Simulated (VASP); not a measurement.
# InAs (zincblende type) (F-43m) in VASP: a series of runs

Runs on InAs (zincblende type). Level: PBEsol. Tasks: density of states.

Everything below comes from runs of VASP 6.6.1. Logs are shortened: lines on timing, memory, paths and dates and some standing lists are left out, and cuts for length are marked.

## 1. The cell of the first run

The structure is cubic, space group F-43m (No. 216). The conventional cell has a = 4.988 Å, b = 4.988 Å, c = 4.988 Å, α = 90.00°, β = 90.00°, γ = 90.00°. In (site symmetry -43m) has 4 As at 2.16 Å within 2.9 Å. Within 2.9 Å of As (site symmetry -43m) lie 4 In at 2.16 Å.

## 2. Density of states, PBEsol (volume scaled by 0.55)

Input file POSCAR:

```
InAs
1.0
    0.0000000000      2.4938092377      2.4938092377
    2.4938092377      0.0000000000      2.4938092377
    2.4938092377      2.4938092377      0.0000000000
In As
1 1
Direct
    0.0000000000      0.0000000000      0.0000000000
    0.2500000000      0.2500000000      0.2500000000
```

Input file INCAR.step1:

```
SYSTEM = InAs
PREC     = Accurate       ! precision mode
ENCUT    = 520            ! plane-wave cutoff, eV
EDIFF    = 1E-6           ! SCF threshold, eV
ISMEAR   = -1             ! smearing method
SIGMA    = 0.08           ! smearing width, eV
LREAL    = .FALSE.        ! projectors in reciprocal space
LASPH    = .TRUE.         ! aspherical terms in the spheres
NELM     = 60             ! most SCF steps
ALGO     = Normal         ! electronic algorithm
ISIF     = 2              ! what is computed and relaxed
LWAVE    = .FALSE.        ! write WAVECAR
LCHARG   = .TRUE.         ! write CHGCAR
GGA      = PS             ! functional
NBANDS   = 16             ! bands
```

Input file KPOINTS.step1:

```
regular mesh
0
G
  11 11 11
  0 0 0
```

Input file INCAR.step2:

```
SYSTEM = InAs
PREC     = Accurate       ! precision mode
ENCUT    = 520            ! plane-wave cutoff, eV
EDIFF    = 1E-6           ! SCF threshold, eV
ISMEAR   = -5             ! smearing method
SIGMA    = 0.08           ! smearing width, eV
LREAL    = .FALSE.        ! projectors in reciprocal space
LASPH    = .TRUE.         ! aspherical terms in the spheres
NELM     = 60             ! most SCF steps
ALGO     = Normal         ! electronic algorithm
ISIF     = 2              ! what is computed and relaxed
LWAVE    = .FALSE.        ! write WAVECAR
LCHARG   = .FALSE.        ! write CHGCAR
GGA      = PS             ! functional
LORBIT   = 10             ! projections on sites
NEDOS    = 2001           ! points of the DOS
ICHARG   = 11             ! starting density
```

Input file KPOINTS.step2:

```
regular mesh
0
G
  17 17 17
  0 0 0
```

Potentials or basis: VASP PAW PBE potentials, release 64 (In_d, As).

On the command line:

```
cat potpaw_PBE.64/In_d/POTCAR potpaw_PBE.64/As/POTCAR > POTCAR
cp INCAR.step1 INCAR
cp KPOINTS.step1 KPOINTS
mpirun -np 1 vasp_std > vasp.out
cp INCAR.step2 INCAR
cp KPOINTS.step2 KPOINTS
mpirun -np 1 vasp_std > vasp.out
```

OUTCAR:

```text
SYSTEM = InAs
   PREC = Accurate
   ENCUT = 520
   EDIFF = 1E-6
   ISMEAR = -5
   LREAL = .FALSE.
   LASPH = .TRUE.
   NELM = 60
   ISIF = 2
   GGA = PS
   LORBIT = 10
   ICHARG = 11

 ion  position               nearest neighbor table
   1  0.000  0.000  0.000-   2 2.16   2 2.16   2 2.16   2 2.16
   2  0.250  0.250  0.250-   1 2.16   1 2.16   1 2.16   1 2.16

  LATTYP: Found a face centered cubic cell.
 ALAT       =     4.9876184754

  Lattice vectors:

 A1 = (   0.0000000000,   2.4938092377,   2.4938092377)
 A2 = (   2.4938092377,   0.0000000000,   2.4938092377)
 A3 = (   2.4938092377,   2.4938092377,   0.0000000000)

Analysis of symmetry for initial positions (statically):
=====================================================================
 Subroutine PRICEL returns:
 Original cell was already a primitive cell.

 Routine SETGRP: Setting up the symmetry group for a
 face centered cubic supercell.

 Subroutine GETGRP returns: Found 24 space group operations
 (whereof 24 operations were pure point group operations)
 out of a pool of 48 trial point group operations.

The static configuration has the point symmetry T_d .

Analysis of symmetry for dynamics (positions and initial velocities):
=====================================================================
 Subroutine PRICEL returns:
 Original cell was already a primitive cell.

 Routine SETGRP: Setting up the symmetry group for a
 face centered cubic supercell.

 Subroutine GETGRP returns: Found 24 space group operations
 (whereof 24 operations were pure point group operations)
 out of a pool of 48 trial point group operations.

The dynamic configuration has the point symmetry T_d .

 Subroutine INISYM returns: Found 24 space group operations
 (whereof 24 operations are pure point group operations),
 and found     1 'primitive' translations

----------------------------------------------------------------------------------------

                                     Primitive cell

  volume of cell :      31.0184

  direct lattice vectors                    reciprocal lattice vectors
     0.000000000  2.493809238  2.493809238    -0.200496490  0.200496490  0.200496490
     2.493809238  0.000000000  2.493809238     0.200496490 -0.200496490  0.200496490
     2.493809238  2.493809238  0.000000000     0.200496490  0.200496490 -0.200496490

  length of vectors
     3.526778846  3.526778846  3.526778846     0.347270108  0.347270108  0.347270108

  position of ions in fractional coordinates (direct lattice)
     0.000000000  0.000000000  0.000000000
     0.250000000  0.250000000  0.250000000

  ion indices of the primitive-cell ions
   primitive index   ion index
                 1           1
[... 90 lines left out ...]
   ISMEAR =    -5;   SIGMA  =   0.08  broadening in eV -4-tet -1-fermi 0-gaus
   EFERMI_NEDOS =   21; number of points for ismear=-14 and -15
   IALGO  =     38    algorithm
   IMIX   =      4    mixing-type and parameters
     AMIX     =   0.40;   BMIX     =  1.00
     AMIX_MAG =   1.60;   BMIX_MAG =  1.00
  volume/ion in A,a.u.               =      15.51       104.66
  Fermi-wavevector in a.u.,A,eV,Ry     =   1.365502  2.580425 25.369376  1.864597
  Thomas-Fermi vector in A             =   2.491725
   LORBIT       =     10    0 simple, 1 ext, 2 COOP (PROOUT), +10 PAW based schemes
   GGA     = PS    functional components
   LHFCALC =     F    Hartree Fock is set to
   AEXX    =    0.0000 exact exchange contribution
   IVDW    =     0    specifies the selected vdW correction
   LEPSILON=     F    determine dielectric tensor
   LRPA    =     F    only Hartree local field effects (RPA)
 non-spin polarized calculation
 Fermi weights with tetrahedron method with Bloechl corrections
  energy-cutoff  :      520.00
  volume of cell :       31.02
 maximum number of plane-waves:       869

 number of electron      18.0000002 magnetization

 Free energy of the ion-electron system (eV)
  ---------------------------------------------------
  ext. energy  EPLUGINS =         0.00000000
  ---------------------------------------------------
  free energy    TOTEN  =        -2.43670474 eV

  energy without entropy =       -2.43670474  energy(sigma->0) =       -2.43670474

 E-fermi :  12.7921     XC(G=0): -12.0674

 val. band max:       12.8414740454   @ k =   0.0000   0.0000   0.0000
 cond. band min:      12.7710667167   @ k =   0.4706   0.4706   0.0000
 fundamental gap:     -0.0704073288
 Fermi energy:        12.7920924924

 k-point     1 :       0.0000    0.0000    0.0000
  band No.  band energies     occupation
      1      -4.8657      2.00000
      2      -4.6524      2.00000
      3      -4.6524      2.00000
      4      -4.6524      2.00000
      5      -4.0170      2.00000
      6      -4.0170      2.00000
      7      12.8415      1.98784
      8      12.8415      1.78778
      9      12.8415      1.78778
     10      14.8487      0.00000
     11      16.2976      0.00000
     12      16.2976      0.00000
     13      16.2976      0.00000
[... 354 lines left out ...]
  band No.  band energies     occupation
      1      -5.0979      2.00000
      2      -4.6119      2.00000
      3      -4.5963      2.00000
      4      -4.0788      2.00000
      5      -4.0334      2.00000
      6      -3.9775      2.00000
      7      10.0775      2.00000
      8      11.3945      2.00000
      9      12.4952      2.00000
     10      15.5901      0.00000
     11      16.7462      0.00000
     12      17.0188      0.00000
     13      17.8443      0.00000

 [... further k-points ...]
[... 5 lines left out ...]
  --------------------------------------------------------------------------------------
  -------------------------------------------------------------------------------------
  Total       25.5948430     25.5948430     25.5948430     -0.0000000      0.0000000     -0.0000000
  in kB     1322.0362662   1322.0362662   1322.0362662     -0.0000000      0.0000000     -0.0000000
  external PRESSURE =    1322.0362662 kB  Pullay stress =       0.0000000 kB

 VOLUME and BASIS-vectors are now :
 -----------------------------------------------------------------------------
  energy-cutoff  :      520.00
  volume of cell :       31.02
      direct lattice vectors                 reciprocal lattice vectors
     0.000000000  2.493809238  2.493809238    -0.200496490  0.200496490  0.200496490
     2.493809238  0.000000000  2.493809238     0.200496490 -0.200496490  0.200496490
     2.493809238  2.493809238  0.000000000     0.200496490  0.200496490 -0.200496490

 POSITION                                       TOTAL-FORCE (eV/Angst)
 -----------------------------------------------------------------------------------
      0.00000      0.00000      0.00000        -0.000000      0.000000      0.000000
      1.24690      1.24690      1.24690         0.000000     -0.000000     -0.000000
 -----------------------------------------------------------------------------------
    total drift:                               -0.000001     -0.000001     -0.000001

  FREE ENERGIE OF THE ION-ELECTRON SYSTEM (eV)
  ---------------------------------------------------
  free  energy   TOTEN  =        -2.4367047362 eV

  energy  without entropy=       -2.4367047362  energy(sigma->0) =       -2.43670474

 total charge

# of ion       s       p       d       tot
------------------------------------------
    1        1.000   1.588  10.079  12.666
    2        1.235   2.118   0.103   3.456
--------------------------------------------------
tot          2.234   3.706  10.182  16.123
```

Wall time 31 s (1 thread of Intel Xeon 6975P-C (Granite Rapids), shared host); peak memory 0.2 GiB.

Results:

```
Valence electrons inside the program's atomic spheres : In 12.67; As 3.46
```

Levels at points of the mesh, in eV from the Fermi level:
| k point | band 5 | band 6 | band 7 | band 8 | band 9 | band 10 | band 11 | band 12 | band 13 |
| --- | --- | --- | --- | --- | --- | --- | --- | --- | --- |
| (0.00, 0.00, 0.00) | -16.81 | -16.81 | 0.05 | 0.05 | 0.05 | 2.06 | 3.51 | 3.51 | 3.51 |

Caveat: the cell differs from its parent crystal (volume scaled by 0.55); the PAW data sets were made with another functional, which shifts forces and pressure a little; spin-orbit coupling is left out, which moves the levels of the heavy elements; tetrahedron occupations give inexact forces and stress in metals.

## 3. Density of states, PBEsol

This run uses another cell than the first one, of 28.20 Å³/atom, 1.818 times its volume.

Input file POSCAR:

```
InAs
1.0
    0.0000000000      3.0437501468      3.0437501468
    3.0437501468      0.0000000000      3.0437501468
    3.0437501468      3.0437501468      0.0000000000
In As
1 1
Direct
    0.0000000000      0.0000000000      0.0000000000
    0.2500000000      0.2500000000      0.2500000000
```

Input file INCAR.step1:

```
PREC = Accurate ; ENCUT = 520
EDIFF = 1E-6 ; ISMEAR = -1
SIGMA = 0.08 ; LREAL = F
LASPH = T ; NELM = 80
ALGO = Normal ; ISIF = 2
LWAVE = F ; LCHARG = T
GGA = PS ; NBANDS = 16
```

Input file KPOINTS.step1:

```
Automatic mesh
0
Gamma
  11 11 11
```

Input file INCAR.step2:

```
PREC = Accurate ; ENCUT = 520
EDIFF = 1E-6 ; ISMEAR = -5
SIGMA = 0.08 ; LREAL = F
LASPH = T ; NELM = 80
ALGO = Normal ; ISIF = 2
LWAVE = F ; LCHARG = F
GGA = PS ; LORBIT = 10
NBANDS = 16 ; NEDOS = 2001
ICHARG = 11
```

Input file KPOINTS.step2:

```
Automatic mesh
0
Gamma
  17 17 17
```

Potentials or basis: VASP PAW PBE potentials, release 64 (In_d, As).

On the command line:

```
cat potpaw_PBE.64/In_d/POTCAR potpaw_PBE.64/As/POTCAR > POTCAR
cp INCAR.step1 INCAR
cp KPOINTS.step1 KPOINTS
mpirun -np 1 vasp_std > vasp.out
cp INCAR.step2 INCAR
cp KPOINTS.step2 KPOINTS
mpirun -np 1 vasp_std > vasp.out
```

Wall time 36 s (1 thread of Intel Xeon 6975P-C (Granite Rapids), shared host); peak memory 0.28 GiB.

It converged, with:

| Quantity | Value |
| --- | --- |
| Valence electrons inside the program's atomic spheres | In 11.45; As 2.79 |

Levels at points of the mesh, in eV from the Fermi level:
```tsv
k point	band 7	band 8	band 9	band 10	band 11	band 12
(0.00, 0.00, 0.00)	-0.38	0.00	0.00	0.00	3.85	3.85
```

Caveat: the PAW data sets were made with another functional, which shifts forces and pressure a little; spin-orbit coupling is left out, which moves the levels of the heavy elements; tetrahedron occupations give inexact forces and stress in metals.
